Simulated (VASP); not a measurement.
# GeBr (P-6m2) in VASP: notebook

GeBr is run at these levels: PBE; tasks: single point, relaxation of cell and atoms.

All numbers are computed with VASP 6.6.1; they aren't measurements. Logs are shortened: lines on timing, memory, paths and dates and some standing lists are left out, and cuts for length are marked.

### Step 1. The cell of the first run

Symmetry: P-6m2, No. 187, hexagonal system. The conventional cell has a = 3.521 Å, b = 3.521 Å, c = 4.522 Å, α = 90.00°, β = 90.00°, γ = 120.00°. Ge (site symmetry -6m2) has 6 Br at 3.04 Å and 6 Ge at 3.52 Å within 4.0 Å. Br (site symmetry -6m2) has 6 Ge at 3.04 Å and 6 Br at 3.52 Å within 4.0 Å.

### Step 2. Single point, PBE

The input, INCAR:

```
ALGO = Normal
EDIFF = 1E-6
ENCUT = 520
GGA = PE
ISIF = 2
ISMEAR = 0
LASPH = T
LCHARG = T
LELF = T
LREAL = F
LVHAR = T
LWAVE = F
NBANDS = 18
NELM = 60
PREC = Accurate
SIGMA = 0.1
```

The input, KPOINTS:

```
k-points
0
Gamma
  6 6 4
```

The input, POSCAR:

```
GeBr
1.0
    3.5208412038     -0.0000000029      0.0000000000
   -1.7604205994      3.0491379266      0.0000000000
    0.0000000000      0.0000000000      4.5223954928
Ge Br
1 1
Direct
    0.6666666667      0.3333333333      0.5000000000
    0.0000000000      0.0000000000      0.0000000000
```

Potentials or basis: VASP PAW PBE potentials, release 64 (Ge_d, Br).

Launch:

```sh
$ cat potpaw_PBE.64/Ge_d/POTCAR potpaw_PBE.64/Br/POTCAR > POTCAR
$ mpirun -np 1 vasp_std > vasp.out
```

OUTCAR:

```text
EDIFF = 1E-6
   ENCUT = 520
   GGA = PE
   ISIF = 2
   ISMEAR = 0
   LASPH = T
   LREAL = F
   NELM = 60
   PREC = Accurate

 ion  position               nearest neighbor table
   1  0.667  0.333  0.500-
   2  0.000  0.000  0.000-

  LATTYP: Found a hexagonal cell.
 ALAT       =     3.5208412038
 C/A-ratio  =     1.2844644876

  Lattice vectors:

 A1 = (   3.5208412038,  -0.0000000029,   0.0000000000)
 A2 = (  -1.7604205994,   3.0491379266,   0.0000000000)
 A3 = (   0.0000000000,   0.0000000000,   4.5223954928)

Analysis of symmetry for initial positions (statically):
=====================================================================
 Subroutine PRICEL returns:
 Original cell was already a primitive cell.

 Routine SETGRP: Setting up the symmetry group for a
 hexagonal supercell.

 Subroutine GETGRP returns: Found 12 space group operations
 (whereof 12 operations were pure point group operations)
 out of a pool of 24 trial point group operations.

The static configuration has the point symmetry D_3h.

Analysis of symmetry for dynamics (positions and initial velocities):
=====================================================================
 Subroutine PRICEL returns:
 Original cell was already a primitive cell.

 Routine SETGRP: Setting up the symmetry group for a
 hexagonal supercell.

 Subroutine GETGRP returns: Found 12 space group operations
 (whereof 12 operations were pure point group operations)
 out of a pool of 24 trial point group operations.

The dynamic configuration has the point symmetry D_3h.

 Subroutine INISYM returns: Found 12 space group operations
 (whereof 12 operations are pure point group operations),
 and found     1 'primitive' translations

----------------------------------------------------------------------------------------

                                     Primitive cell

  volume of cell :      48.5503

  direct lattice vectors                    reciprocal lattice vectors
     3.520841204 -0.000000003  0.000000000     0.284023034  0.163980775  0.000000000
    -1.760420599  3.049137927  0.000000000     0.000000000  0.327961550  0.000000000
     0.000000000  0.000000000  4.522395493     0.000000000  0.000000000  0.221121749

  length of vectors
     3.520841204  3.520841204  4.522395493     0.327961550  0.327961550  0.221121749
[... 72 lines left out ...]
   LNONCOLLINEAR =      F non collinear calculations
   LSORBIT =      F    spin-orbit coupling
   LASPH  =      T    aspherical Exc in radial PAW
   ENCUT  =  520.0 eV  38.22 Ry    6.18 a.u.   6.55  6.55  8.41*2*pi/ulx,y,z
   NELM   =     60;   NELMIN=  2; NELMDL= -5     # of ELM steps
   EDIFF  = 0.1E-05   stopping-criterion for ELM
   LREAL  =      F    real-space projection
   EDIFFG = 0.1E-04   stopping-criterion for IOM
   NSW    =      0    number of steps for IOM
   IBRION =     -1    ionic relax: 0-MD 1-quasi-New 2-CG
   NFREE  =      0    steps in history (QN), initial steepest desc. (CG)
   ISIF   =      2    stress and relaxation
   ISYM   =      2    0-nonsym 1-usesym 2-fastsym
   POTIM  = 0.5000    time-step for ionic-motion
   TEBEG  =    0.0;   TEEND  =   0.0 temperature during run
   PSTRESS=    0.0 pullay stress
   NELECT =      21.0000    total number of electrons
   NUPDOWN=      -1.0000    fix difference up-down
   EMIN   =  10.00;   EMAX   =-10.00  energy-range for DOS
   EFERMI =   0.00;   METHOD = LEGACY
   ISMEAR =     0;   SIGMA  =   0.10  broadening in eV -4-tet -1-fermi 0-gaus
   EFERMI_NEDOS =   21; number of points for ismear=-14 and -15
   IALGO  =     38    algorithm
   IMIX   =      4    mixing-type and parameters
     AMIX     =   0.40;   BMIX     =  1.00
     AMIX_MAG =   1.60;   BMIX_MAG =  1.00
  volume/ion in A,a.u.               =      24.28       163.82
  Fermi-wavevector in a.u.,A,eV,Ry     =   1.238085  2.339642 20.855763  1.532855
  Thomas-Fermi vector in A             =   2.372625
   LORBIT       =      0    0 simple, 1 ext, 2 COOP (PROOUT), +10 PAW based schemes
   GGA     = PE    functional components
   LHFCALC =     F    Hartree Fock is set to
   AEXX    =    0.0000 exact exchange contribution
   IVDW    =     0    specifies the selected vdW correction
   LEPSILON=     F    determine dielectric tensor
   LRPA    =     F    only Hartree local field effects (RPA)
 non-spin polarized calculation
 Gauss-broadening in eV      SIGMA  =   0.10
  energy-cutoff  :      520.00
  volume of cell :       48.55
 maximum number of plane-waves:      1331
 NGX is ok and might be reduce to    28
   NGX = 13   NGY = 13   NGZ = 17

 number of electron      20.9999989 magnetization

 Free energy of the ion-electron system (eV)
  ---------------------------------------------------
  ext. energy  EPLUGINS =         0.00000000
  ---------------------------------------------------
  free energy    TOTEN  =        -5.96974122 eV

  energy without entropy =       -5.95940706  energy(sigma->0) =       -5.96457414

 E-fermi :   4.0912     XC(G=0):  -9.8265

 val. band max:        4.0474445831   @ k =   0.3333   0.1667   0.2500
 cond. band min:       4.1324656902   @ k =   0.3333   0.0000   0.0000
 fundamental gap:      0.0850211070
 Fermi energy:         4.0912140873

 k-point     1 :       0.0000    0.0000    0.0000
  band No.  band energies     occupation
      1     -21.0407      2.00000
      2     -21.0066      2.00000
      3     -21.0066      2.00000
      4     -20.9492      2.00000
      5     -20.9492      2.00000
      6     -11.9449      2.00000
[... 418 lines left out ...]
      5     -20.9398      2.00000
      6     -10.8254      2.00000
[... 10 lines left out ...]
     17      16.7789      0.00000
     18      16.8530      0.00000

------------------------ aborting loop because EDIFF is reached ----------------------------------------

  FORCE on cell =-STRESS in cart. coord.  units (eV):
  Direction    XX          YY          ZZ          XY          YZ          ZX
  --------------------------------------------------------------------------------------
  -------------------------------------------------------------------------------------
  Total        0.0309097      0.0309097     -0.0453240     -0.0000000      0.0000000     -0.0000000
  in kB        1.0200312      1.0200312     -1.4957088     -0.0000000      0.0000000     -0.0000000
  external PRESSURE =       0.1814512 kB  Pullay stress =       0.0000000 kB

 VOLUME and BASIS-vectors are now :
 -----------------------------------------------------------------------------
  energy-cutoff  :      520.00
  volume of cell :       48.55
      direct lattice vectors                 reciprocal lattice vectors
     3.520841204 -0.000000003  0.000000000     0.284023034  0.163980775  0.000000000
    -1.760420599  3.049137927  0.000000000     0.000000000  0.327961550  0.000000000
     0.000000000  0.000000000  4.522395493     0.000000000  0.000000000  0.221121749

 POSITION                                       TOTAL-FORCE (eV/Angst)
 -----------------------------------------------------------------------------------
      1.76042      1.01638      2.26120        -0.000000     -0.000000      0.000000
      0.00000      0.00000      0.00000         0.000000      0.000000      0.000000
 -----------------------------------------------------------------------------------
    total drift:                                0.000002     -0.000001      0.000000

  FREE ENERGIE OF THE ION-ELECTRON SYSTEM (eV)
  ---------------------------------------------------
  free  energy   TOTEN  =        -5.9697412169 eV

  energy  without entropy=       -5.9594070555  energy(sigma->0) =       -5.96457414
```

stdout:

```text
POSCAR found type information on POSCAR GeBr
 POSCAR found :  2 types and       2 ions
 scaLAPACK will be used
 LDA part: xc-table for (Slater+PW92), standard interpolation
 POSCAR, INCAR and KPOINTS ok, starting setup
 FFT: planning ... GRIDC
 FFT: planning ... GRID_SOFT
 FFT: planning ... GRID
 WAVECAR not read
 entering main loop
```

Run time: 7.9 s. Hardware: 1 thread of Intel Xeon 6975P-C (Granite Rapids), shared host; peak memory 0.17 GiB.

Results:

```
Free energy : -5.9697 eV
Pressure    : 0.0 GPa
```

Caveat: an odd number of electrons without spin polarisation forces a metal; a magnetic or distorted state may lie lower.

### Step 3. Single point, PBE

This run uses another cell than the first one, of 35.40 Å³/atom, 1.458 times its volume.

The input, INCAR:

```
PREC = Accurate
ENCUT = 520
EDIFF = 1E-6
ISMEAR = 0
SIGMA = 0.1
LREAL = False
LASPH = True
NELM = 80
ALGO = Normal
ISIF = 2
LWAVE = False
LCHARG = False
GGA = PE
NBANDS = 18
```

The input, KPOINTS:

```
Automatic mesh
0
Gamma
  6 6 4
```

The input, POSCAR:

```
GeBr
1.0
    3.5618801500      0.0000000000      0.0000000000
   -1.7809400700      3.0846786900      0.0000000000
    0.0000000000      0.0000000000      6.4430728000
Ge Br
1 1
Direct
    0.6666666700      0.3333333300      0.5000000000
    0.0000000000      0.0000000000      0.0000000000
```

Potentials or basis: VASP PAW PBE potentials, release 64 (Ge_d, Br).

Launch:

```sh
$ cat potpaw_PBE.64/Ge_d/POTCAR potpaw_PBE.64/Br/POTCAR > POTCAR
$ mpirun -np 1 vasp_std > vasp.out
```

OUTCAR:

```text
PREC = Accurate
   ENCUT = 520
   EDIFF = 1E-6
   ISMEAR = 0
   LREAL = False
   LASPH = True
   NELM = 80
   ISIF = 2
   GGA = PE

 ion  position               nearest neighbor table
   1  0.667  0.333  0.500-
   2  0.000  0.000  0.000-

  LATTYP: Found a hexagonal cell.
 ALAT       =     3.5618801500
 C/A-ratio  =     1.8088965739

  Lattice vectors:

 A1 = (   3.5618801500,   0.0000000000,   0.0000000000)
 A2 = (  -1.7809400700,   3.0846786900,   0.0000000000)
 A3 = (   0.0000000000,   0.0000000000,   6.4430728000)

Analysis of symmetry for initial positions (statically):
=====================================================================
 Subroutine PRICEL returns:
 Original cell was already a primitive cell.

 Routine SETGRP: Setting up the symmetry group for a
 hexagonal supercell.

 Subroutine GETGRP returns: Found 12 space group operations
 (whereof 12 operations were pure point group operations)
 out of a pool of 24 trial point group operations.

The static configuration has the point symmetry D_3h.

Analysis of symmetry for dynamics (positions and initial velocities):
=====================================================================
 Subroutine PRICEL returns:
 Original cell was already a primitive cell.

 Routine SETGRP: Setting up the symmetry group for a
 hexagonal supercell.

 Subroutine GETGRP returns: Found 12 space group operations
 (whereof 12 operations were pure point group operations)
 out of a pool of 24 trial point group operations.

The dynamic configuration has the point symmetry D_3h.

 Subroutine INISYM returns: Found 12 space group operations
 (whereof 12 operations are pure point group operations),
 and found     1 'primitive' translations

----------------------------------------------------------------------------------------

[... 103 lines left out ...]
   ISMEAR =     0;   SIGMA  =   0.10  broadening in eV -4-tet -1-fermi 0-gaus
   EFERMI_NEDOS =   21; number of points for ismear=-14 and -15
   IALGO  =     38    algorithm
   IMIX   =      4    mixing-type and parameters
     AMIX     =   0.40;   BMIX     =  1.00
     AMIX_MAG =   1.60;   BMIX_MAG =  1.00
  volume/ion in A,a.u.               =      35.40       238.86
  Fermi-wavevector in a.u.,A,eV,Ry     =   1.091827  2.063254 16.219318  1.192086
  Thomas-Fermi vector in A             =   2.228080
   LORBIT       =      0    0 simple, 1 ext, 2 COOP (PROOUT), +10 PAW based schemes
   GGA     = PE    functional components
   LHFCALC =     F    Hartree Fock is set to
   AEXX    =    0.0000 exact exchange contribution
   IVDW    =     0    specifies the selected vdW correction
   LEPSILON=     F    determine dielectric tensor
   LRPA    =     F    only Hartree local field effects (RPA)
 non-spin polarized calculation
 Gauss-broadening in eV      SIGMA  =   0.10
  energy-cutoff  :      520.00
  volume of cell :       70.79
 maximum number of plane-waves:      1944
 NGX is ok and might be reduce to    28
   NGX = 13   NGY = 13   NGZ = 23

 number of electron      20.9999988 magnetization

 Free energy of the ion-electron system (eV)
  ---------------------------------------------------
  ext. energy  EPLUGINS =         0.00000000
  ---------------------------------------------------
  free energy    TOTEN  =        -4.81886476 eV

  energy without entropy =       -4.81001120  energy(sigma->0) =       -4.81443798

 E-fermi :   0.6380     XC(G=0):  -8.1744

 val. band max:        0.5493593243   @ k =   0.3333  -0.0000   0.5000
 cond. band min:       0.6812811703   @ k =   0.1667  -0.0000   0.0000
 fundamental gap:      0.1319218460
 Fermi energy:         0.6379609175

 k-point     1 :       0.0000    0.0000    0.0000
  band No.  band energies     occupation
      1     -24.7382      2.00000
      2     -24.6905      2.00000
      3     -24.6905      2.00000
      4     -24.5783      2.00000
      5     -24.5783      2.00000
      6     -13.3417      2.00000
[... 418 lines left out ...]
      5     -24.5705      2.00000
      6     -12.6433      2.00000
[... 10 lines left out ...]
     17       9.9433      0.00000
     18      12.9196      0.00000

------------------------ aborting loop because EDIFF is reached ----------------------------------------

  FORCE on cell =-STRESS in cart. coord.  units (eV):
  Direction    XX          YY          ZZ          XY          YZ          ZX
  --------------------------------------------------------------------------------------
  -------------------------------------------------------------------------------------
  Total       -2.6545800     -2.6545800     -3.4297136     -0.0000000      0.0000000      0.0000000
  in kB      -60.0791979    -60.0791977    -77.6222390     -0.0000001      0.0000000      0.0000000
  external PRESSURE =     -65.9268782 kB  Pullay stress =       0.0000000 kB

 VOLUME and BASIS-vectors are now :
 -----------------------------------------------------------------------------
  energy-cutoff  :      520.00
  volume of cell :       70.79
      direct lattice vectors                 reciprocal lattice vectors
     3.561880150  0.000000000  0.000000000     0.280750603  0.162091436  0.000000000
    -1.780940070  3.084678690  0.000000000     0.000000000  0.324182873  0.000000000
     0.000000000  0.000000000  6.443072800     0.000000000  0.000000000  0.155205448

 POSITION                                       TOTAL-FORCE (eV/Angst)
 -----------------------------------------------------------------------------------
      1.78094      1.02823      3.22154         0.000000      0.000000      0.000000
      0.00000      0.00000      0.00000        -0.000000      0.000000      0.000000
 -----------------------------------------------------------------------------------
    total drift:                               -0.000009      0.000005      0.000000

  FREE ENERGIE OF THE ION-ELECTRON SYSTEM (eV)
  ---------------------------------------------------
  free  energy   TOTEN  =        -4.8188647581 eV

  energy  without entropy=       -4.8100111963  energy(sigma->0) =       -4.81443798
```

OSZICAR:

```text
N       E                     dE             d eps       ncg     rms          rms(c)
DAV:   1     0.138440392197E+03    0.13844E+03   -0.99442E+03   818   0.197E+03
DAV:   2     0.143436994378E+02   -0.12410E+03   -0.11971E+03   796   0.471E+02
DAV:   3    -0.500792356864E+01   -0.19352E+02   -0.18959E+02   882   0.109E+02
DAV:   4    -0.568453054480E+01   -0.67661E+00   -0.67601E+00   962   0.221E+01
DAV:   5    -0.569689396651E+01   -0.12363E-01   -0.12362E-01   966   0.337E+00    0.338E+00
DAV:   6    -0.486264113031E+01    0.83425E+00   -0.31176E+00   998   0.564E+00    0.163E+00
DAV:   7    -0.482510916705E+01    0.37532E-01   -0.16965E-01   868   0.201E+00    0.932E-01
DAV:   8    -0.482239322164E+01    0.27159E-02   -0.68203E-02   854   0.160E+00    0.448E-01
DAV:   9    -0.481865665181E+01    0.37366E-02   -0.10070E-02   966   0.418E-01    0.251E-01
DAV:  10    -0.481938740530E+01   -0.73075E-03   -0.19121E-03   928   0.199E-01    0.133E-01
DAV:  11    -0.481887056373E+01    0.51684E-03   -0.14333E-03   950   0.140E-01    0.265E-02
DAV:  12    -0.481886562156E+01    0.49422E-05   -0.86875E-05   878   0.460E-02    0.173E-02
DAV:  13    -0.481886475806E+01    0.86350E-06   -0.72547E-06  1044   0.117E-02
   1 F= -.48188648E+01 E0= -.48144380E+01  d E =-.885356E-02
```

stdout:

```text
POSCAR found type information on POSCAR GeBr
 POSCAR found :  2 types and       2 ions
 scaLAPACK will be used
 LDA part: xc-table for (Slater+PW92), standard interpolation
 POSCAR, INCAR and KPOINTS ok, starting setup
 FFT: planning ... GRIDC
 FFT: planning ... GRID_SOFT
 FFT: planning ... GRID
 WAVECAR not read
 entering main loop
```

It took 10 s on 1 thread of Intel Xeon 6975P-C (Granite Rapids), shared host; peak memory 0.19 GiB.

Results:

```yaml
Free_energy: -4.8189 eV
Pressure: -6.6 GPa
```

Stress tensor (GPa, compression positive):
```
-6.01  0.00  0.00
 0.00 -6.01  0.00
 0.00  0.00 -7.76
```

Levels at points of the mesh, in eV from the Fermi level:
```tsv
k point	band 9	band 10	band 11	band 12	band 13	band 14
(0.00, 0.00, 0.00)	0.25	0.25	1.55	4.35	4.35	6.52
(0.50, 0.00, 0.00)	-1.76	-1.61	-0.50	1.36	2.81	6.98
(0.00, 0.00, 0.50)	-0.37	0.26	0.26	4.34	4.34	8.17
(0.50, 0.00, 0.50)	-2.50	-0.55	-0.47	1.72	2.70	6.34
```

Caveat: an odd number of electrons without spin polarisation forces a metal; a magnetic or distorted state may lie lower.

(Continued in part 2 of 2.)
